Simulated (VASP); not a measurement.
# C (Pmma) in VASP: further runs

Runs on C. Level: PBEsol+D3(BJ). Tasks: single point.

Everything below comes from runs of VASP 6.6.1. Logs are shortened: lines on timing, memory, paths and dates and some standing lists are left out, and cuts for length are marked.

## (1) The cell of the first run

Symmetry: Pmma, No. 51, orthorhombic system. Conventional cell: a = 2.458 Å, b = 3.529 Å, c = 4.257 Å, α = 90.00°, β = 90.00°, γ = 90.00°. Within 1.8 Å of C (site symmetry mm2) lie 3 C at 1.36 to 1.43 Å. Within 1.8 Å of C (site symmetry mm2) lie 3 C at 1.36 to 1.47 Å.

## (2) Single point, PBEsol+D3(BJ) (mode 8 frozen in at -0.015 Å and mode 12 at +0.030 Å (largest displacements))

Input file INCAR:

```
SYSTEM = C
PREC = Accurate
ENCUT = 600
EDIFF = 1E-6
ISMEAR = 0
SIGMA = 0.15
LREAL = .FALSE.
LASPH = .TRUE.
NELM = 120
ALGO = Normal
ISIF = 2
LWAVE = .FALSE.
LCHARG = .FALSE.
GGA = PS
IVDW = 12
NBANDS = 16
GGA_COMPAT = .FALSE.
```

Input file KPOINTS:

```
regular mesh
0
G
  18 12 10
  0 0 0
```

Input file POSCAR:

```
C
1.0
   -2.4576582504      0.0000000000      0.0000000000
    0.0000000000      0.0000000000     -3.5294825081
    0.0000000000     -4.2567889574      0.0000000000
C
4
Direct
    0.5000000000      0.0000000000      0.1631428838
    0.0000000000      0.0000000000      0.6560953181
    0.0000000000      0.0000000000      0.3368571162
    0.5000000000      0.0000000000      0.8439046819
```

Potentials or basis: VASP PAW PBE potentials, release 64 (C).

Launch:

```console
> cat potpaw_PBE.64/C/POTCAR > POTCAR
> mpirun -np 1 vasp_std > vasp.out
```

OUTCAR:

```text
SYSTEM = C
   PREC = Accurate
   ENCUT = 600
   EDIFF = 1E-6
   ISMEAR = 0
   LREAL = .FALSE.
   LASPH = .TRUE.
   NELM = 120
   ISIF = 2
   GGA = PS
   IVDW = 12
 IVDW          = 12

 ion  position               nearest neighbor table
   1  0.500  0.000  0.163-   4 1.36   3 1.43   3 1.43
   2  0.000  0.000  0.656-   3 1.36   4 1.47   4 1.47
   3  0.000  0.000  0.337-   2 1.36   1 1.43   1 1.43
   4  0.500  0.000  0.844-   1 1.36   2 1.47   2 1.47

  LATTYP: Found a simple orthorhombic cell.
 ALAT       =     2.4576582504
 B/A-ratio  =     1.4361160701
 C/A-ratio  =     1.7320508076

  Lattice vectors:

 A1 = (  -2.4576582504,   0.0000000000,   0.0000000000)
 A2 = (   0.0000000000,   0.0000000000,  -3.5294825081)
 A3 = (   0.0000000000,  -4.2567889574,   0.0000000000)

Analysis of symmetry for initial positions (statically):
=====================================================================
 Subroutine PRICEL returns:
 Original cell was already a primitive cell.

 Routine SETGRP: Setting up the symmetry group for a
 simple orthorhombic supercell.

 Subroutine GETGRP returns: Found  8 space group operations
 (whereof  4 operations were pure point group operations)
 out of a pool of  8 trial point group operations.

The static configuration has the point symmetry C_2v.
 The point group associated with its full space group is D_2h.

Analysis of symmetry for dynamics (positions and initial velocities):
=====================================================================
 Subroutine PRICEL returns:
 Original cell was already a primitive cell.

 Routine SETGRP: Setting up the symmetry group for a
 simple orthorhombic supercell.

 Subroutine GETGRP returns: Found  8 space group operations
 (whereof  4 operations were pure point group operations)
 out of a pool of  8 trial point group operations.

The dynamic configuration has the point symmetry C_2v.
 The point group associated with its full space group is D_2h.

 Subroutine INISYM returns: Found  8 space group operations
 (whereof  4 operations are pure point group operations),
 and found     1 'primitive' translations

----------------------------------------------------------------------------------------

                                     Primitive cell

  volume of cell :      36.9245

  direct lattice vectors                    reciprocal lattice vectors
    -2.457658250  0.000000000  0.000000000    -0.406891397  0.000000000  0.000000000
     0.000000000  0.000000000 -3.529482508     0.000000000  0.000000000 -0.283327654
     0.000000000 -4.256788957  0.000000000     0.000000000 -0.234918858  0.000000000

  length of vectors
     2.457658250  3.529482508  4.256788957     0.406891397  0.283327654  0.234918858

  position of ions in fractional coordinates (direct lattice)
     0.500000000  0.000000000  0.163142884
     0.000000000  0.000000000  0.656095318
     0.000000000  0.000000000  0.336857116
     0.500000000  0.000000000  0.843904682

  ion indices of the primitive-cell ions
   primitive index   ion index
                 1           1
                 2           2
                 3           3
                 4           4

----------------------------------------------------------------------------------------

 KPOINTS: regular mesh

Automatic generation of k-mesh.
 Grid dimensions read from file:
 generate k-points for:   18   12   10

 Generating k-lattice:

  Cartesian coordinates                     Fractional coordinates (reciprocal lattice)
    -0.022605078  0.000000000  0.000000000     0.055555556  0.000000000  0.000000000
     0.000000000  0.000000000 -0.023610638     0.000000000  0.083333333  0.000000000
     0.000000000 -0.023491886  0.000000000     0.000000000  0.000000000  0.100000000

  Length of vectors
     0.022605078  0.023610638  0.023491886

  Shift w.r.t. Gamma in fractional coordinates (k-lattice)
     0.000000000  0.000000000  0.000000000

 Subroutine IBZKPT returns following result:
 ===========================================

 Found    420 irreducible k-points:

 Following reciprocal coordinates:
            Coordinates               Weight
  0.000000  0.000000  0.000000      1.000000
  0.055556  0.000000  0.000000      2.000000
  0.111111  0.000000  0.000000      2.000000
  0.166667  0.000000  0.000000      2.000000
  0.222222  0.000000  0.000000      2.000000
  0.277778  0.000000  0.000000      2.000000
[... 16 lines left out ...]
  0.111111  0.166667  0.000000      4.000000
  0.166667  0.166667  0.000000      4.000000
 [... further k-points ...]
   k-points           NKPTS =    420   k-points in BZ     NKDIM =    420   number of bands    NBANDS=     16
   number of dos      NEDOS =    301   number of ions     NIONS =      4
   total plane-waves  NPLWV =  20160
   dimension x,y,z NGX =    20 NGY =   28 NGZ =   36
   dimension x,y,z NGXF=    40 NGYF=   56 NGZF=   72
   ions per type =               4
   NGX,Y,Z   is equivalent  to a cutoff of  13.53, 13.19, 14.06 a.u.
   NGXF,Y,Z  is equivalent  to a cutoff of  27.06, 26.38, 28.12 a.u.
 SYSTEM =  C
   PREC   = accura    normal or accurate (medium, high low for compatibility)
   ISTART =      0    job   : 0-new  1-cont  2-samecut
   ICHARG =      2    charge: 1-file 2-atom 10-const
   ISPIN  =      1    spin polarized calculation?
   LNONCOLLINEAR =      F non collinear calculations
   LSORBIT =      F    spin-orbit coupling
   LASPH  =      T    aspherical Exc in radial PAW
   ENCUT  =  600.0 eV  44.10 Ry    6.64 a.u.   4.91  7.05  8.50*2*pi/ulx,y,z
   NELM   =    120;   NELMIN=  2; NELMDL= -5     # of ELM steps
   EDIFF  = 0.1E-05   stopping-criterion for ELM
   LREAL  =      F    real-space projection
   EDIFFG = 0.1E-04   stopping-criterion for IOM
   NSW    =      0    number of steps for IOM
   IBRION =     -1    ionic relax: 0-MD 1-quasi-New 2-CG
   NFREE  =      0    steps in history (QN), initial steepest desc. (CG)
   ISIF   =      2    stress and relaxation
   ISYM   =      2    0-nonsym 1-usesym 2-fastsym
   POTIM  = 0.5000    time-step for ionic-motion
   TEBEG  =    0.0;   TEEND  =   0.0 temperature during run
   PSTRESS=    0.0 pullay stress
   NELECT =      16.0000    total number of electrons
   NUPDOWN=      -1.0000    fix difference up-down
   EMIN   =  10.00;   EMAX   =-10.00  energy-range for DOS
   EFERMI =   0.00;   METHOD = LEGACY
   ISMEAR =     0;   SIGMA  =   0.15  broadening in eV -4-tet -1-fermi 0-gaus
   EFERMI_NEDOS =   21; number of points for ismear=-14 and -15
   IALGO  =     38    algorithm
   IMIX   =      4    mixing-type and parameters
     AMIX     =   0.40;   BMIX     =  1.00
     AMIX_MAG =   1.60;   BMIX_MAG =  1.00
  volume/ion in A,a.u.               =       9.23        62.29
  Fermi-wavevector in a.u.,A,eV,Ry     =   1.238825  2.341040 20.880688  1.534687
  Thomas-Fermi vector in A             =   2.373334
   LORBIT       =      0    0 simple, 1 ext, 2 COOP (PROOUT), +10 PAW based schemes
   GGA     = PS    functional components
   LHFCALC =     F    Hartree Fock is set to
   AEXX    =    0.0000 exact exchange contribution
   IVDW    =    12    specifies the selected vdW correction
   LEPSILON=     F    determine dielectric tensor
   LRPA    =     F    only Hartree local field effects (RPA)
 non-spin polarized calculation
 Gauss-broadening in eV      SIGMA  =   0.15
  energy-cutoff  :      600.00
  volume of cell :       36.92
 maximum number of plane-waves:      1256
 NGX is ok and might be reduce to    20
   NGX =  9   NGY = 15   NGZ = 17

 number of electron      16.0000001 magnetization

 Free energy of the ion-electron system (eV)
  ---------------------------------------------------
  ext. energy  EPLUGINS =         0.00000000
  ---------------------------------------------------
  free energy    TOTEN  =       -38.31555388 eV

  energy without entropy =      -38.31456024  energy(sigma->0) =      -38.31505706

 E-fermi :   4.2046     XC(G=0): -10.1907

 val. band max:        4.1627897009   @ k =   0.2778   0.3333   0.0000
 cond. band min:       4.2108112360   @ k =   0.3333   0.4167   0.0000
 fundamental gap:      0.0480215351
 Fermi energy:         4.2046334663

 k-point     1 :       0.0000    0.0000    0.0000
  band No.  band energies     occupation
      1     -15.4274      2.00000
      2      -9.8159      2.00000
      3      -9.6217      2.00000
      4      -2.6779      2.00000
      5      -1.8511      2.00000
      6       0.3784      2.00000
[... 8 lines left out ...]
     15      15.1506      0.00000
     16      15.9973      0.00000

 k-point     2 :       0.0556    0.0000    0.0000
  band No.  band energies     occupation
      1     -15.3717      2.00000
      2      -9.7665      2.00000
      3      -9.5767      2.00000
      4      -2.6152      2.00000
      5      -2.1040      2.00000
      6       0.2683      2.00000
[... 8 lines left out ...]
     15      15.2011      0.00000
     16      15.8271      0.00000

 k-point     3 :       0.1111    0.0000    0.0000
  band No.  band energies     occupation
      1     -15.2047      2.00000
      2      -9.6185      2.00000
      3      -9.4444      2.00000
      4      -2.7882      2.00000
      5      -2.4276      2.00000
      6      -0.0535      2.00000
[... 8 lines left out ...]
     15      15.3345      0.00000
     16      15.3504      0.00000

 k-point     4 :       0.1667    0.0000    0.0000
  band No.  band energies     occupation
      1     -14.9272      2.00000
      2      -9.3717      2.00000
      3      -9.2339      2.00000
      4      -3.7420      2.00000
      5      -2.1175      2.00000
      6      -0.5622      2.00000
[... 8 lines left out ...]
     15      15.5912      0.00000
     16      15.7531      0.00000
[... 324 lines left out ...]
 k-point    22 :       0.0556    0.1667    0.0000
  band No.  band energies     occupation
      1     -15.3221      2.00000
      2      -9.7297      2.00000
      3      -9.5486      2.00000
      4      -3.0575      2.00000
      5      -2.0940      2.00000
      6       0.2741      2.00000
[... 8 lines left out ...]
     15      15.7626      0.00000
     16      16.1668      0.00000

 k-point    23 :       0.1111    0.1667    0.0000
  band No.  band energies     occupation
      1     -15.1557      2.00000
      2      -9.5820      2.00000
      3      -9.4161      2.00000
      4      -2.8665      2.00000
      5      -2.7754      2.00000
      6      -0.0474      2.00000
[... 8 lines left out ...]
     15      15.6903      0.00000
     16      16.3015      0.00000

 k-point    24 :       0.1667    0.1667    0.0000
  band No.  band energies     occupation
      1     -14.8790      2.00000
      2      -9.3361      2.00000
      3      -9.2060      2.00000
      4      -3.7255      2.00000
      5      -2.5503      2.00000
      6      -0.5554      2.00000
[... 8 lines left out ...]
     15      15.8045      0.00000
     16      16.5215      0.00000

 [... further k-points ...]

------------------------ aborting loop because EDIFF is reached ----------------------------------------

 Edisp (eV)   -0.41822

 E8    (eV) :    -0.2032

  FORCE on cell =-STRESS in cart. coord.  units (eV):
  Direction    XX          YY          ZZ          XY          YZ          ZX
  --------------------------------------------------------------------------------------
  -------------------------------------------------------------------------------------
  Total      -0.80326     2.37950    -0.10692     0.00000     0.00000     0.00000
  in kB     -34.85409   103.24792    -4.63916     0.00000     0.00000     0.00000
  external pressure =       21.25 kB  Pullay stress =        0.00 kB

 VOLUME and BASIS-vectors are now :
 -----------------------------------------------------------------------------
  energy-cutoff  :      600.00
  volume of cell :       36.92
      direct lattice vectors                 reciprocal lattice vectors
    -2.457658250  0.000000000  0.000000000    -0.406891397  0.000000000  0.000000000
     0.000000000  0.000000000 -3.529482508     0.000000000  0.000000000 -0.283327654
     0.000000000 -4.256788957  0.000000000     0.000000000 -0.234918858  0.000000000

 POSITION                                       TOTAL-FORCE (eV/Angst)
 -----------------------------------------------------------------------------------
     -1.22883     -0.69446      0.00000         0.000000     -2.395373      0.000000
      0.00000     -2.79286      0.00000         0.000000     -4.680220      0.000000
      0.00000     -1.43393      0.00000         0.000000      2.395373      0.000000
     -1.22883     -3.59232      0.00000         0.000000      4.680220      0.000000
 -----------------------------------------------------------------------------------
    total drift:                               -0.000000     -0.000000      0.000000

  FREE ENERGIE OF THE ION-ELECTRON SYSTEM (eV)
  ---------------------------------------------------
  free  energy   TOTEN  =       -38.7337724054 eV

  energy  without entropy=      -38.7327787697  energy(sigma->0) =      -38.73327559
```

It took 2 min on 1 thread of Intel Xeon Platinum 8488C (Sapphire Rapids), shared host; peak memory 0.33 GiB.

Results:

```yaml
Free_energy: -38.7338 eV
Pressure: 2.1 GPa
Largest_force: 4.680 eV/Å
Band_gap_on_the_k_mesh: zero (band 8 reaches 4.51 eV, above the bottom of band 9 at 3.94 eV)
Dispersion_energy_per_atom: -0.105 eV
```

Forces in eV/Å, atoms in the order of the input:
```
C    0.000 -2.395  0.000
C    0.000 -4.680  0.000
C    0.000  2.395  0.000
C    0.000  4.680  0.000
```

Caveat: the cell differs from its parent crystal (mode 8 frozen in at -0.015 Å and mode 12 at +0.030 Å (largest displacements)); the PAW data sets were made with another functional, which shifts forces and pressure a little.

## (3) Single point, PBEsol+D3(BJ) (mode 8 frozen in at -0.015 Å and mode 12 at +0.000 Å (largest displacements))

Input file INCAR:

```
PREC     = Accurate       # precision mode
ENCUT    = 600            # plane-wave cutoff, eV
EDIFF    = 1E-6           # SCF threshold, eV
ISMEAR   = 0              # smearing method
SIGMA    = 0.15           # smearing width, eV
LREAL    = False          # projectors in reciprocal space
LASPH    = True           # aspherical terms in the spheres
NELM     = 120            # most SCF steps
ALGO     = Normal         # electronic algorithm
ISIF     = 2              # what is computed and relaxed
LWAVE    = False          # write WAVECAR
LCHARG   = True           # write CHGCAR
GGA      = PS             # functional
IVDW     = 12             # dispersion correction
LELF     = True           # ELF
LVHAR    = True         
NBANDS   = 16             # bands
GGA_COMPAT= False
```

Input file KPOINTS:

```
regular mesh
0
Gamma
  18 12 10
```

Input file POSCAR:

```
C
1.0
   -2.4576582504      0.0000000000      0.0000000000
    0.0000000000      0.0000000000     -3.5294825081
    0.0000000000     -4.2567889574      0.0000000000
C
4
Direct
    0.5000000000      0.0000000000      0.1701904496
    0.0000000000      0.0000000000      0.6631428838
    0.0000000000      0.0000000000      0.3298095504
    0.5000000000      0.0000000000      0.8368571162
```

Potentials or basis: VASP PAW PBE potentials, release 64 (C).

Launch:

```console
> cat potpaw_PBE.64/C/POTCAR > POTCAR
> mpirun -np 1 vasp_std > vasp.out
```

Run time: 2.5 min. Hardware: 1 thread of Intel Xeon Platinum 8488C (Sapphire Rapids), shared host; peak memory 0.33 GiB.

Results (log left out):

| Property | Result |
| --- | --- |
| Free energy | -38.9413 eV |
| Pressure | 0.5 GPa |
| Largest force | 1.199 eV/Å |
| Band gap on the k mesh | zero (band 8 reaches 4.76 eV, above the bottom of band 9 at 3.75 eV) |
| Dispersion energy per atom | -0.105 eV |

Forces in eV/Å, atoms in the order of the input:
```
C    0.000  1.199  0.000
C    0.000 -1.189  0.000
C    0.000 -1.199  0.000
C    0.000  1.189  0.000
```

Stress tensor (GPa, compression positive):
```
 1.10  0.00  0.00
 0.00  0.61  0.00
 0.00  0.00 -0.33
```

Levels at points of the mesh, in eV from the Fermi level:
```
           k point  band 4  band 5  band 6  band 7  band 8  band 9  band 10  band 11  band 12  band 13
(0.00, 0.00, 0.00)   -6.90   -6.47   -2.98   -2.95   -1.81    2.40     3.66     7.28     8.33     8.39
(0.50, 0.00, 0.00)  -10.52   -9.04   -9.04   -2.13   -2.13    3.32     3.32     9.13     9.13    11.78
(0.00, 0.50, 0.00)   -8.45   -6.43   -2.96   -2.93   -2.90    0.98     7.54     8.39     8.47     9.20
(0.50, 0.50, 0.00)  -10.42   -8.96   -8.96   -3.36   -3.36    2.42     2.42    10.19    10.19    12.53
(0.00, 0.00, 0.50)   -7.26   -5.40   -5.34   -5.05   -4.67    5.48     5.54     7.52     7.88     7.90
(0.50, 0.00, 0.50)  -13.31   -6.42   -6.42   -1.81   -1.81    2.41     2.41     7.30     7.30    10.82
(0.00, 0.50, 0.50)   -7.19   -6.78   -6.53   -5.38   -4.64    6.76     7.15     8.02     8.38    10.63
(0.50, 0.50, 0.50)  -13.19   -6.38   -6.38   -2.90   -2.90    0.98     0.98     7.58     7.58    13.01
```

Caveat: the cell differs from its parent crystal (mode 8 frozen in at -0.015 Å and mode 12 at +0.000 Å (largest displacements)); the PAW data sets were made with another functional, which shifts forces and pressure a little.

(Part 1 of 2 ends here.)
